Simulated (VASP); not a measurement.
# Pt (I4/mmm) in VASP: a series of runs, part 3 of 3

VASP 6.6.1. The steps go on from the part before.

## Step 4: Single point, r2SCAN (strain +0.0750 x Voigt [1, 1, 0, 0, 0, 0])

POSCAR reads:

```
Pt
1.0
    0.0000000000      2.1047425000      1.9579000000
    2.1047425000      0.0000000000      1.9579000000
    2.1047425000      2.1047425000      0.0000000000
Pt
1
Direct
    0.0000000000      0.0000000000      0.0000000000
```

INCAR.step1 reads:

```
SYSTEM = Pt
ALGO = Normal ; EDIFF = 1E-4
ENCUT = 520 ; GGA = PE
ISMEAR = 0 ; LASPH = .True.
LCHARG = .False. ; LREAL = .False.
LWAVE = .True. ; NBANDS = 11
NELM = 60 ; PREC = Accurate
SIGMA = 0.15
```

INCAR.step2 reads:

```
SYSTEM = Pt
ALGO = Normal ; EDIFF = 1E-6
ENCUT = 520 ; ISIF = 2
ISMEAR = 0 ; ISTART = 1
LASPH = .True. ; LCHARG = .False.
LMIXTAU = .True. ; LREAL = .False.
LWAVE = .False. ; METAGGA = R2SCAN
NBANDS = 11 ; NELM = 60
PREC = Accurate ; SIGMA = 0.15
```

KPOINTS reads:

```
k-points
0
Gamma
  20 20 20
  0 0 0
```

Potentials or basis: VASP PAW PBE potentials, release 64 (Pt).

On the command line:

```
cat potpaw_PBE.64/Pt/POTCAR > POTCAR
cp INCAR.step1 INCAR
mpirun -np 1 vasp_std > vasp.out
cp INCAR.step2 INCAR
mpirun -np 1 vasp_std > vasp.out
```

OUTCAR:

```text
SYSTEM = Pt
   EDIFF = 1E-6
   ENCUT = 520
   ISIF = 2
   ISMEAR = 0
   ISTART = 1
   LASPH = .True.
   LREAL = .False.
   METAGGA = R2SCAN
   NELM = 60
   PREC = Accurate

 ion  position               nearest neighbor table
   1  0.000  0.000  0.000-

  LATTYP: Found a body centered tetragonal cell.
 ALAT       =     2.9765553888
 C/A-ratio  =     1.3155474999

  Lattice vectors:

 A1 = (   0.0000000000,  -2.1047425000,  -1.9579000000)
 A2 = (   0.0000000000,   2.1047425000,  -1.9579000000)
 A3 = (   2.1047425000,   0.0000000000,   1.9579000000)

Analysis of symmetry for initial positions (statically):
=====================================================================
 Subroutine PRICEL returns:
 Original cell was already a primitive cell.

 Routine SETGRP: Setting up the symmetry group for a
 body centered tetragonal supercell.

 Subroutine GETGRP returns: Found 16 space group operations
 (whereof 16 operations were pure point group operations)
 out of a pool of 16 trial point group operations.

The static configuration has the point symmetry D_4h.

Analysis of symmetry for dynamics (positions and initial velocities):
=====================================================================
 Subroutine PRICEL returns:
 Original cell was already a primitive cell.

 Routine SETGRP: Setting up the symmetry group for a
 body centered tetragonal supercell.

 Subroutine GETGRP returns: Found 16 space group operations
 (whereof 16 operations were pure point group operations)
 out of a pool of 16 trial point group operations.

The dynamic configuration has the point symmetry D_4h.

 Subroutine INISYM returns: Found 16 space group operations
 (whereof 16 operations are pure point group operations),
 and found     1 'primitive' translations

----------------------------------------------------------------------------------------

[... 110 lines left out ...]
     AMIX_MAG =   1.60;   BMIX_MAG =  1.00
  volume/ion in A,a.u.               =      17.35       117.06
  Fermi-wavevector in a.u.,A,eV,Ry     =   1.362496  2.574745 25.257805  1.856396
  Thomas-Fermi vector in A             =   2.488981
   LORBIT       =      0    0 simple, 1 ext, 2 COOP (PROOUT), +10 PAW based schemes
   METAGGA = R2SCAN    functional components
   LHFCALC =     F    Hartree Fock is set to
   AEXX    =    0.0000 exact exchange contribution
   IVDW    =     0    specifies the selected vdW correction
   LEPSILON=     F    determine dielectric tensor
   LRPA    =     F    only Hartree local field effects (RPA)
 non-spin polarized calculation
 Gauss-broadening in eV      SIGMA  =   0.15
  energy-cutoff  :      520.00
  volume of cell :       17.35
 maximum number of plane-waves:       491
 NGX is ok and might be reduce to    24
   NGX = 11   NGY = 11   NGZ = 11

 number of electron      10.0000001 magnetization

 Free energy of the ion-electron system (eV)
  ---------------------------------------------------
  ext. energy  EPLUGINS =         0.00000000
  ---------------------------------------------------
  free energy    TOTEN  =       -51.33489753 eV

  energy without entropy =      -51.31281235  energy(sigma->0) =      -51.32385494

 E-fermi :   8.5028     XC(G=0): -13.6499

 val. band max:        8.4996827199   @ k =   0.5000   0.0000   0.2000
 cond. band min:       8.5030063022   @ k =  -0.4000   0.0500   0.4000
 fundamental gap:      0.0033235823
 Fermi energy:         8.5027626944

 k-point     1 :       0.0000    0.0000    0.0000
  band No.  band energies     occupation
      1      -0.4206      2.00000
      2       5.2131      2.00000
      3       5.2131      2.00000
      4       5.8884      2.00000
      5       6.7246      2.00000
      6       7.4497      2.00000
      7      24.3773      0.00000
      8      28.1761      0.00000
      9      28.1761      0.00000
     10      29.6070      0.00000
     11      34.0713      0.00000
[... 309 lines left out ...]
 k-point    24 :      -0.3500    0.0500    0.0000
  band No.  band energies     occupation
      1       2.3443      2.00000
      2       5.2182      2.00000
      3       5.7711      2.00000
      4       6.3647      2.00000
      5       7.9427      2.00000
      6       8.2827      1.96200
      7      17.2671      0.00000
      8      24.5527      0.00000
      9      28.3447      0.00000
     10      28.5534      0.00000
     11      33.6987      0.00000

 [... further k-points ...]
[... 5 lines left out ...]
  --------------------------------------------------------------------------------------
  -------------------------------------------------------------------------------------
  Total       -2.6169737     -2.6169737     -2.3968737      0.0000000     -0.0000000     -0.0000000
  in kB     -241.7082588   -241.7082588   -221.3794401      0.0000000     -0.0000000     -0.0000000
  external PRESSURE =    -234.9319859 kB  Pullay stress =       0.0000000 kB

 VOLUME and BASIS-vectors are now :
 -----------------------------------------------------------------------------
  energy-cutoff  :      520.00
  volume of cell :       17.35
      direct lattice vectors                 reciprocal lattice vectors
     0.000000000  2.104742500  1.957900000    -0.237558751  0.237558751  0.255375658
     2.104742500  0.000000000  1.957900000     0.237558751 -0.237558751  0.255375658
     2.104742500  2.104742500  0.000000000     0.237558751  0.237558751 -0.255375658

 POSITION                                       TOTAL-FORCE (eV/Angst)
 -----------------------------------------------------------------------------------
      0.00000      0.00000      0.00000        -0.000000      0.000000     -0.000000
 -----------------------------------------------------------------------------------
    total drift:                               -0.000000      0.000000     -0.000000

  FREE ENERGIE OF THE ION-ELECTRON SYSTEM (eV)
  ---------------------------------------------------
  free  energy   TOTEN  =       -51.3348975288 eV

  energy  without entropy=      -51.3128123523  energy(sigma->0) =      -51.32385494
```

OUTCAR.step1:

```text
SYSTEM = Pt
   EDIFF = 1E-4
   ENCUT = 520
   GGA = PE
   ISMEAR = 0
   LASPH = .True.
[... 555 lines left out ...]
 -----------------------------------------------------------------------------------
      0.00000      0.00000      0.00000         0.000000      0.000000     -0.000000
 -----------------------------------------------------------------------------------
    total drift:                               -0.000000      0.000000     -0.000000

  FREE ENERGIE OF THE ION-ELECTRON SYSTEM (eV)
  ---------------------------------------------------
  free  energy   TOTEN  =        -5.9853047077 eV

  energy  without entropy=       -5.9615769757  energy(sigma->0) =       -5.97344084
```

OSZICAR.step1:

```text
N       E                     dE             d eps       ncg     rms          rms(c)
DAV:   1     0.389198390526E+02    0.38920E+02   -0.52141E+03 14438   0.829E+02
DAV:   2    -0.574065412259E+01   -0.44660E+02   -0.42667E+02 15959   0.170E+02
DAV:   3    -0.636239269254E+01   -0.62174E+00   -0.61590E+00 16423   0.191E+01
DAV:   4    -0.636497648679E+01   -0.25838E-02   -0.25836E-02 16033   0.146E+00
DAV:   5    -0.636500013974E+01   -0.23653E-04   -0.23653E-04 16470   0.132E-01    0.854E+00
DAV:   6    -0.600957304880E+01    0.35543E+00   -0.10237E+00 14963   0.760E+00    0.455E+00
DAV:   7    -0.598745451671E+01    0.22119E-01   -0.87981E-02 16250   0.218E+00    0.226E+00
DAV:   8    -0.598543844409E+01    0.20161E-02   -0.27041E-03 15220   0.419E-01    0.445E-01
DAV:   9    -0.598530403101E+01    0.13441E-03   -0.10085E-04 12360   0.837E-02    0.562E-02
DAV:  10    -0.598530470772E+01   -0.67671E-06   -0.47548E-06  7621   0.181E-02
   1 F= -.59853047E+01 E0= -.59734408E+01  d E =-.237277E-01
```

Wall time 3.2 min (1 thread of Intel Xeon 6975P-C, shared host); peak memory 0.25 GiB.

What came out:

| Item | Value |
| --- | --- |
| Free energy | -51.3349 eV |
| Pressure | -23.5 GPa |
| Band gap on the k mesh | zero (band 5 reaches 9.15 eV, above the bottom of band 6 at 7.03 eV) |

Stress tensor (GPa, compression positive):
```
-24.17   0.00   0.00
  0.00 -24.17   0.00
  0.00   0.00 -22.14
```

Levels at points of the mesh, in eV from the Fermi level:
```
           k point  band 3  band 4  band 5  band 6  band 7  band 8
(0.00, 0.00, 0.00)   -3.29   -2.61   -1.78   -1.05   15.87   19.67
(0.50, 0.00, 0.00)   -2.81   -0.18    0.22    0.32    5.18   15.22
(0.50, 0.50, 0.00)   -0.04    0.44    0.44    3.16    9.06   10.70
(0.50, 0.00, 0.50)   -0.11    0.11    0.65    1.86    7.36   11.93
```

Caveat: the cell differs from its parent crystal (strain +0.0750 x Voigt [1, 1, 0, 0, 0, 0]); the PAW data sets were made with another functional, which shifts forces and pressure a little; spin-orbit coupling is left out, which moves the levels of the heavy elements.

## Step 5: Single point, r2SCAN (strain +0.0875 x Voigt [1, 1, 0, 0, 0, 0])

POSCAR reads:

```
Pt
1.0
    0.0000000000      2.1292162500      1.9579000000
    2.1292162500      0.0000000000      1.9579000000
    2.1292162500      2.1292162500      0.0000000000
Pt
1
Direct
    0.0000000000      0.0000000000      0.0000000000
```

INCAR.step1 reads:

```
PREC = Accurate
ENCUT = 520
ISMEAR = 0
SIGMA = 0.15
LREAL = False
LASPH = True
NELM = 80
NBANDS = 11
GGA = PE
ALGO = Normal
EDIFF = 1E-4
LWAVE = True
LCHARG = False
```

INCAR.step2 reads:

```
PREC = Accurate
ENCUT = 520
EDIFF = 1E-6
ISMEAR = 0
SIGMA = 0.15
LREAL = False
LASPH = True
NELM = 80
ALGO = Normal
ISIF = 2
LWAVE = False
LCHARG = True
METAGGA = R2SCAN
LMIXTAU = True
LELF = True
LVHAR = True
NBANDS = 11
ISTART = 1
```

KPOINTS reads:

```
Automatic mesh
0
Gamma
  20 20 20
```

On the command line:

```
cat potpaw_PBE.64/Pt/POTCAR > POTCAR
cp INCAR.step1 INCAR
mpirun -np 1 vasp_std > vasp.out
cp INCAR.step2 INCAR
mpirun -np 1 vasp_std > vasp.out
```

Run time: 3.2 min. Hardware: 1 thread of Intel Xeon 6975P-C, shared host; peak memory 0.25 GiB.

It converged, with:

- Free energy: -51.2704 eV
- Pressure: -26.1 GPa
- Band gap on the k mesh: zero (band 5 reaches 8.78 eV, above the bottom of band 6 at 6.68 eV)

Stress tensor (GPa, compression positive):
```
-26.74   0.00   0.00
  0.00 -26.74   0.00
  0.00   0.00 -24.85
```

Levels at points of the mesh, in eV from the Fermi level:
```tsv
k point	band 3	band 4	band 5	band 6	band 7	band 8
(0.00, 0.00, 0.00)	-3.18	-2.43	-1.77	-0.97	15.94	19.53
(0.50, 0.00, 0.00)	-2.64	-0.20	0.24	0.42	5.05	15.19
(0.50, 0.50, 0.00)	-0.03	0.43	0.43	3.35	9.00	10.50
(0.50, 0.00, 0.50)	-0.12	0.06	0.65	1.87	7.08	11.93
```

Caveat: the cell differs from its parent crystal (strain +0.0875 x Voigt [1, 1, 0, 0, 0, 0]); the PAW data sets were made with another functional, which shifts forces and pressure a little; spin-orbit coupling is left out, which moves the levels of the heavy elements.

## Step 6: Single point, r2SCAN (strain +0.1000 x Voigt [1, 1, 0, 0, 0, 0])

POSCAR reads:

```
Pt
1.0
    0.0000000000      2.1536900000      1.9579000000
    2.1536900000      0.0000000000      1.9579000000
    2.1536900000      2.1536900000      0.0000000000
Pt
1
Direct
    0.0000000000      0.0000000000      0.0000000000
```

INCAR.step1 reads:

```
ALGO = Normal
EDIFF = 1E-4
ENCUT = 520
GGA = PE
ISMEAR = 0
LASPH = True
LCHARG = False
LREAL = False
LWAVE = True
NBANDS = 11
NELM = 100
PREC = Accurate
SIGMA = 0.15
```

INCAR.step2 reads:

```
ALGO = Normal
EDIFF = 1E-6
ENCUT = 520
ISIF = 2
ISMEAR = 0
ISTART = 1
LASPH = True
LCHARG = True
LELF = True
LMIXTAU = True
LREAL = False
LVHAR = True
LWAVE = False
METAGGA = R2SCAN
NBANDS = 11
NELM = 100
PREC = Accurate
SIGMA = 0.15
```

KPOINTS reads:

```
k-points
0
Gamma
  20 20 20
```

Potentials or basis: VASP PAW PBE potentials, release 64 (Pt).

On the command line:

```
cat potpaw_PBE.64/Pt/POTCAR > POTCAR
cp INCAR.step1 INCAR
mpirun -np 1 vasp_std > vasp.out
cp INCAR.step2 INCAR
mpirun -np 1 vasp_std > vasp.out
```

OUTCAR:

```text
EDIFF = 1E-6
   ENCUT = 520
   ISIF = 2
   ISMEAR = 0
   ISTART = 1
   LASPH = True
   LREAL = False
   METAGGA = R2SCAN
   NELM = 100
   PREC = Accurate

 ion  position               nearest neighbor table
   1  0.000  0.000  0.000-

  LATTYP: Found a body centered tetragonal cell.
 ALAT       =     3.0457776071
 C/A-ratio  =     1.2856486931

  Lattice vectors:

 A1 = (   0.0000000000,  -2.1536900000,  -1.9579000000)
 A2 = (   0.0000000000,   2.1536900000,  -1.9579000000)
[... 507 lines left out ...]
      2       4.6412      2.00000
      3       5.3265      2.00000
      4       5.8469      2.00000
      5       7.2770      1.99999
      6       7.5242      1.97233
      7      16.2788      0.00000
      8      23.7163      0.00000
      9      27.0885      0.00000
     10      27.4564      0.00000
     11      32.3278      0.00000

 [... further k-points ...]
[... 5 lines left out ...]
  --------------------------------------------------------------------------------------
  -------------------------------------------------------------------------------------
  Total       -3.2694295     -3.2694295     -3.0755610      0.0000000      0.0000000      0.0000000
  in kB     -288.4002762   -288.4002762   -271.2989031      0.0000000      0.0000000      0.0000000
  external PRESSURE =    -282.6998185 kB  Pullay stress =       0.0000000 kB

 VOLUME and BASIS-vectors are now :
 -----------------------------------------------------------------------------
  energy-cutoff  :      520.00
  volume of cell :       18.16
      direct lattice vectors                 reciprocal lattice vectors
     0.000000000  2.153690000  1.957900000    -0.232159689  0.232159689  0.255375658
     2.153690000  0.000000000  1.957900000     0.232159689 -0.232159689  0.255375658
     2.153690000  2.153690000  0.000000000     0.232159689  0.232159689 -0.255375658

 POSITION                                       TOTAL-FORCE (eV/Angst)
 -----------------------------------------------------------------------------------
      0.00000      0.00000      0.00000        -0.000000      0.000000     -0.000000
 -----------------------------------------------------------------------------------
    total drift:                               -0.000000      0.000000     -0.000000

  FREE ENERGIE OF THE ION-ELECTRON SYSTEM (eV)
  ---------------------------------------------------
  free  energy   TOTEN  =       -51.1992745898 eV

  energy  without entropy=      -51.1768689833  energy(sigma->0) =      -51.18807179
```

OUTCAR.step1:

```text
EDIFF = 1E-4
   ENCUT = 520
   GGA = PE
   ISMEAR = 0
   LASPH = True
   LREAL = False
[... 552 lines left out ...]

 POSITION                                       TOTAL-FORCE (eV/Angst)
 -----------------------------------------------------------------------------------
      0.00000      0.00000      0.00000         0.000000      0.000000      0.000000
 -----------------------------------------------------------------------------------
    total drift:                               -0.000000      0.000000      0.000000

  FREE ENERGIE OF THE ION-ELECTRON SYSTEM (eV)
  ---------------------------------------------------
  free  energy   TOTEN  =        -5.8701420070 eV

  energy  without entropy=       -5.8457967663  energy(sigma->0) =       -5.85796939
```

Wall time 3.5 min (1 thread of Intel Xeon 6975P-C, shared host); peak memory 0.25 GiB.

Results:

```
Free energy            : -51.1993 eV
Pressure               : -28.3 GPa
Band gap on the k mesh : zero (band 5 reaches 8.41 eV, above the bottom of band 6 at 6.35 eV)
```

Stress tensor (GPa, compression positive):
```
-28.84   0.00   0.00
  0.00 -28.84   0.00
  0.00   0.00 -27.13
```

Levels at points of the mesh, in eV from the Fermi level:
| k point | band 3 | band 4 | band 5 | band 6 | band 7 | band 8 |
| --- | --- | --- | --- | --- | --- | --- |
| (0.00, 0.00, 0.00) | -3.08 | -2.27 | -1.75 | -0.90 | 15.99 | 19.38 |
| (0.50, 0.00, 0.00) | -2.48 | -0.22 | 0.27 | 0.52 | 4.92 | 15.14 |
| (0.50, 0.50, 0.00) | -0.02 | 0.42 | 0.42 | 3.53 | 8.94 | 10.30 |
| (0.50, 0.00, 0.50) | -0.14 | 0.02 | 0.66 | 1.88 | 6.81 | 11.94 |

Caveat: the cell differs from its parent crystal (strain +0.1000 x Voigt [1, 1, 0, 0, 0, 0]); the PAW data sets were made with another functional, which shifts forces and pressure a little; spin-orbit coupling is left out, which moves the levels of the heavy elements.

## Step 7: Summary

| cell | gap on the mesh (eV) | pressure (GPa) |
| --- | --- | --- |
| a = 2.634, b = 2.634, c = 2.492 Å, angles 61.8, 61.8, 56.5°, 1 atom | none | 120.6 |
| a = 2.839, b = 2.839, c = 2.907 Å, angles 59.2, 59.2, 61.6°, 1 atom | none | -16.6 |
| a = 2.875, b = 2.875, c = 2.977 Å, angles 58.8, 58.8, 62.4°, 1 atom | none | -23.5 |
| a = 2.893, b = 2.893, c = 3.011 Å, angles 58.6, 58.6, 62.7°, 1 atom | none | -26.1 |
| a = 2.911, b = 2.911, c = 3.046 Å, angles 58.5, 58.5, 63.1°, 1 atom | none | -28.3 |

Alike in all rows: task single point; level r2SCAN; potentials or basis VASP PAW PBE potentials, release 64 (Pt); no spin polarisation; k mesh 20 × 20 × 20; cutoff (eV) 520; smearing gaussian 0.15 eV.

Caveats: the PAW data sets were made with another functional, which shifts forces and pressure a little; spin-orbit coupling is left out, which moves the levels of the heavy elements.

Total energies depend on the potentials used, so only differences within one code and one set of settings carry meaning.
